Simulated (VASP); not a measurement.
# PbS (P6_3/mmc) in VASP: settings compared, part 2 of 2

VASP 6.6.1. The steps go on from the part before.

### Step 3. Single point, PBE

This run uses another cell than the first one, of 32.42 Å³/atom.

Contents of INCAR:

```
SYSTEM = PbS
PREC = Accurate ; ENCUT = 500
EDIFF = 1E-6 ; ISMEAR = -1
SIGMA = 0.02 ; LREAL = .False.
LASPH = .True. ; NELM = 120
ALGO = Normal ; ISIF = 2
LWAVE = .False. ; LCHARG = .False.
GGA = PE ; NBANDS = 28
GGA_COMPAT = .False.
```

Contents of KPOINTS:

```
Automatic mesh
0
Gamma
  6 6 4
  0 0 0
```

Contents of POSCAR:

```
PbS
1.0
    4.9970879552      0.0000000000      0.0000000000
   -2.4985439776      4.3276051142      0.0000000000
    0.0000000000      0.0000000000      5.9970707136
Pb S
2 2
Direct
    0.3333333333      0.6666666667      0.2500000000
    0.6666666667      0.3333333333      0.7500000000
    0.6666666667      0.3333333333      0.2500000000
    0.3333333333      0.6666666667      0.7500000000
```

Potentials or basis: VASP PAW PBE potentials, release 64 (Pb_d, S).

The run is started by

```
$ cat potpaw_PBE.64/Pb_d/POTCAR potpaw_PBE.64/S/POTCAR > POTCAR
$ mpirun -np 1 vasp_std > vasp.out
```

OUTCAR:

```text
SYSTEM = PbS
   PREC = Accurate
   ENCUT = 500
   EDIFF = 1E-6
   ISMEAR = -1
   LREAL = .False.
   LASPH = .True.
   NELM = 120
   ISIF = 2
   GGA = PE

 ion  position               nearest neighbor table
   1  0.333  0.667  0.250-   3 2.89   3 2.89   3 2.89   4 3.00   4 3.00
   2  0.667  0.333  0.750-   4 2.89   4 2.89   4 2.89   3 3.00   3 3.00
   3  0.667  0.333  0.250-   1 2.89   1 2.89   1 2.89   2 3.00   2 3.00
   4  0.333  0.667  0.750-   2 2.89   2 2.89   2 2.89   1 3.00   1 3.00

  LATTYP: Found a hexagonal cell.
 ALAT       =     4.9970879552
[... 845 lines left out ...]
  --------------------------------------------------------------------------------------
  -------------------------------------------------------------------------------------
  Total        0.5539540      0.5539540      0.6750865      0.0000000     -0.0000000      0.0000000
  in kB        6.8435357      6.8435357      8.3400034      0.0000000     -0.0000000      0.0000000
  external PRESSURE =       7.3423582 kB  Pullay stress =       0.0000000 kB

 VOLUME and BASIS-vectors are now :
 -----------------------------------------------------------------------------
  energy-cutoff  :      500.00
  volume of cell :      129.69
      direct lattice vectors                 reciprocal lattice vectors
     4.997087955  0.000000000  0.000000000     0.200116550  0.115537344  0.000000000
    -2.498543978  4.327605114  0.000000000     0.000000000  0.231074688  0.000000000
     0.000000000  0.000000000  5.997070714     0.000000000  0.000000000  0.166748075

 POSITION                                       TOTAL-FORCE (eV/Angst)
 -----------------------------------------------------------------------------------
     -0.00000      2.88507      1.49927         0.000000     -0.000000     -0.000000
      2.49854      1.44254      4.49780        -0.000000      0.000000      0.000000
      2.49854      1.44254      1.49927         0.000000     -0.000000      0.000000
     -0.00000      2.88507      4.49780         0.000000      0.000000      0.000000
 -----------------------------------------------------------------------------------
    total drift:                                0.000000      0.000000     -0.000000

  FREE ENERGIE OF THE ION-ELECTRON SYSTEM (eV)
  ---------------------------------------------------
  free  energy   TOTEN  =       -17.2239889880 eV

  energy  without entropy=      -17.2239889880  energy(sigma->0) =      -17.22398899
```

OSZICAR:

```text
N       E                     dE             d eps       ncg     rms          rms(c)
DAV:   1     0.411246860039E+03    0.41125E+03   -0.18405E+04  1176   0.141E+03
DAV:   2     0.318170130767E+02   -0.37943E+03   -0.36822E+03  1188   0.382E+02
DAV:   3    -0.159695566158E+02   -0.47787E+02   -0.46425E+02  1556   0.152E+02
DAV:   4    -0.183326682935E+02   -0.23631E+01   -0.23516E+01  1392   0.368E+01
DAV:   5    -0.184296612526E+02   -0.96993E-01   -0.96980E-01  1540   0.780E+00    0.673E+00
DAV:   6    -0.172038305643E+02    0.12258E+01   -0.31287E+00  1632   0.102E+01    0.433E+00
DAV:   7    -0.172145131065E+02   -0.10683E-01   -0.49749E-01  1268   0.281E+00    0.285E+00
DAV:   8    -0.172309761790E+02   -0.16463E-01   -0.96024E-02  1476   0.260E+00    0.132E+00
DAV:   9    -0.172219754625E+02    0.90007E-02   -0.25931E-02  1632   0.131E+00    0.263E-01
DAV:  10    -0.172236852318E+02   -0.17098E-02   -0.44548E-03  1372   0.324E-01    0.112E-01
DAV:  11    -0.172239461788E+02   -0.26095E-03   -0.37702E-04  1308   0.130E-01    0.437E-02
DAV:  12    -0.172239798349E+02   -0.33656E-04   -0.44726E-05  1308   0.498E-02    0.651E-03
DAV:  13    -0.172239888420E+02   -0.90071E-05   -0.21640E-05  1148   0.216E-02    0.448E-03
DAV:  14    -0.172239889880E+02   -0.14604E-06   -0.19978E-06  1152   0.119E-02
   1 F= -.17223989E+02 E0= -.17223989E+02  d E =-.326428E-11
```

Wall time 72 s (1 thread of Intel Xeon Platinum 8488C (Sapphire Rapids), shared host); peak memory 0.26 GiB.

What came out:

* Free energy: -17.2240 eV
* Pressure: 0.7 GPa
* Band gap on the k mesh: 1.42 eV

Stress tensor (GPa, compression positive):
```
0.68 0.00 0.00
0.00 0.68 0.00
0.00 0.00 0.83
```

Levels at points of the mesh, in eV from the valence-band top:
```tsv
k point	band 16	band 17	band 18	band 19	band 20	band 21	band 22	band 23	band 24	band 25
(0.00, 0.00, 0.00)	-3.02	-3.02	-1.89	-1.87	-1.87	2.03	2.03	3.37	3.37	5.07
(0.50, 0.00, 0.00)	-3.67	-2.85	-2.25	-2.08	-0.72	2.99	3.10	4.19	4.44	5.11
(0.00, 0.00, 0.50)	-2.45	-2.45	-2.45	-1.31	-1.31	2.33	2.33	2.33	2.33	2.58
(0.50, 0.00, 0.50)	-3.02	-1.87	-1.87	-0.63	-0.63	1.62	1.62	3.10	3.10	4.34
```

Caveat: spin-orbit coupling is left out, which moves the levels of the heavy elements. A k mesh can miss the band edges.

### Step 4. Single point, r2SCAN

This run uses another cell than the first one, of 32.42 Å³/atom.

POSCAR is that of step 3.

Contents of INCAR.step1:

```
  PREC = Accurate
  ENCUT = 550
  ISMEAR = -1
  SIGMA = 0.02
  LREAL = F
  LASPH = T
  NELM = 120
  NBANDS = 28
  GGA = PE
  ALGO = Normal
  EDIFF = 1E-5
  LWAVE = T
  LCHARG = F
  GGA_COMPAT = F
```

Contents of INCAR.step2:

```
  PREC = Accurate
  ENCUT = 550
  EDIFF = 1E-6
  ISMEAR = -1
  SIGMA = 0.02
  LREAL = F
  LASPH = T
  NELM = 120
  ALGO = Normal
  ISIF = 2
  LWAVE = F
  LCHARG = F
  METAGGA = R2SCAN
  LMIXTAU = T
  NBANDS = 28
  ISTART = 1
  GGA_COMPAT = F
```

Contents of KPOINTS:

```
regular mesh
0
Gamma
  6 6 4
```

The run is started by

```
$ cat potpaw_PBE.64/Pb_d/POTCAR potpaw_PBE.64/S/POTCAR > POTCAR
$ cp INCAR.step1 INCAR
$ mpirun -np 1 vasp_std > vasp.out
$ cp INCAR.step2 INCAR
$ mpirun -np 1 vasp_std > vasp.out
```

Run time: 5 min. Hardware: 1 thread of Intel Xeon Platinum 8488C (Sapphire Rapids), shared host; peak memory 0.32 GiB.

It converged, with:

```
Free energy            : -130.7470 eV
Pressure               : 0.0 GPa
Band gap on the k mesh : 1.73 eV
```

Levels at points of the mesh, in eV from the valence-band top:
| k point | band 17 | band 18 | band 19 | band 20 | band 21 | band 22 | band 23 | band 24 |
| --- | --- | --- | --- | --- | --- | --- | --- | --- |
| (0.00, 0.00, 0.00) | -3.16 | -2.02 | -2.01 | -2.01 | 2.23 | 2.23 | 3.63 | 3.63 |
| (0.50, 0.00, 0.00) | -2.99 | -2.40 | -2.15 | -0.76 | 3.26 | 3.29 | 4.44 | 4.75 |
| (0.00, 0.00, 0.50) | -2.59 | -2.59 | -1.36 | -1.36 | 2.54 | 2.54 | 2.54 | 2.54 |
| (0.50, 0.00, 0.50) | -1.98 | -1.98 | -0.66 | -0.66 | 1.89 | 1.89 | 3.31 | 3.31 |

Caveat: the PAW data sets were made with another functional, which shifts forces and pressure a little; spin-orbit coupling is left out, which moves the levels of the heavy elements. A k mesh can miss the band edges.

### Step 5. Single point, r2SCAN

This run uses another cell than the first one, of 32.42 Å³/atom.

POSCAR is that of step 4.

Contents of INCAR.step1:

```
PREC = Accurate
ENCUT = 550
ISMEAR = 0
SIGMA = 0.01
LREAL = False
LASPH = True
NELM = 120
NBANDS = 28
GGA = PE
ALGO = Normal
EDIFF = 1E-5
LWAVE = True
LCHARG = False
GGA_COMPAT = False
```

Contents of INCAR.step2:

```
PREC = Accurate
ENCUT = 550
EDIFF = 1E-6
ISMEAR = 0
SIGMA = 0.01
LREAL = False
LASPH = True
NELM = 120
ALGO = Normal
ISIF = 2
LWAVE = False
LCHARG = True
METAGGA = R2SCAN
LMIXTAU = True
LELF = True
LVHAR = True
NBANDS = 28
ISTART = 1
GGA_COMPAT = False
```

Contents of KPOINTS:

```
Automatic mesh
0
Gamma
  6 6 4
```

The run is started by

```
$ cat potpaw_PBE.64/Pb_d/POTCAR potpaw_PBE.64/S/POTCAR > POTCAR
$ cp INCAR.step1 INCAR
$ mpirun -np 1 vasp_std > vasp.out
$ cp INCAR.step2 INCAR
$ mpirun -np 1 vasp_std > vasp.out
```

Wall time 4.9 min (1 thread of Intel Xeon Platinum 8488C (Sapphire Rapids), shared host); peak memory 0.32 GiB.

Results (log left out):

```
Free energy            : -130.7470 eV
Pressure               : 0.0 GPa
Band gap on the k mesh : 1.73 eV
```

Levels at points of the mesh, in eV from the valence-band top:
```tsv
k point	band 18	band 19	band 20	band 21	band 22	band 23
(0.00, 0.00, 0.00)	-2.02	-2.01	-2.01	2.23	2.23	3.63
(0.50, 0.00, 0.00)	-2.40	-2.15	-0.76	3.26	3.29	4.44
(0.00, 0.00, 0.50)	-2.59	-1.36	-1.36	2.54	2.54	2.54
(0.50, 0.00, 0.50)	-1.98	-0.66	-0.66	1.89	1.89	3.31
```

Caveat: the PAW data sets were made with another functional, which shifts forces and pressure a little; spin-orbit coupling is left out, which moves the levels of the heavy elements.

### Step 6. Summary

```tsv
level	cell	cutoff (eV)	smearing	gap on the mesh (eV)	pressure (GPa)
PBEsol	a = 4.946, b = 4.946, c = 5.933 Å, angles 90.0, 90.0, 120.0°, 4 atoms	500	fermi-dirac 0.02 eV	1.29	0.0
PBE	a = 4.997, b = 4.997, c = 5.997 Å, angles 90.0, 90.0, 120.0°, 4 atoms	500	fermi-dirac 0.02 eV	1.42	0.7
r2SCAN	a = 4.997, b = 4.997, c = 5.997 Å, angles 90.0, 90.0, 120.0°, 4 atoms	550	fermi-dirac 0.02 eV	1.73	0.0
r2SCAN	a = 4.997, b = 4.997, c = 5.997 Å, angles 90.0, 90.0, 120.0°, 4 atoms	550	gaussian 0.01 eV	1.73	0.0
```

Alike in all rows: task single point; potentials or basis VASP PAW PBE potentials, release 64 (Pb_d, S); no spin polarisation; k mesh 6 × 6 × 4.

Caveats: spin-orbit coupling is left out, which moves the levels of the heavy elements; the PAW data sets were made with another functional, which shifts forces and pressure a little (at least some runs).

Total energies depend on the potentials used, so only differences within one code and one set of settings carry meaning.
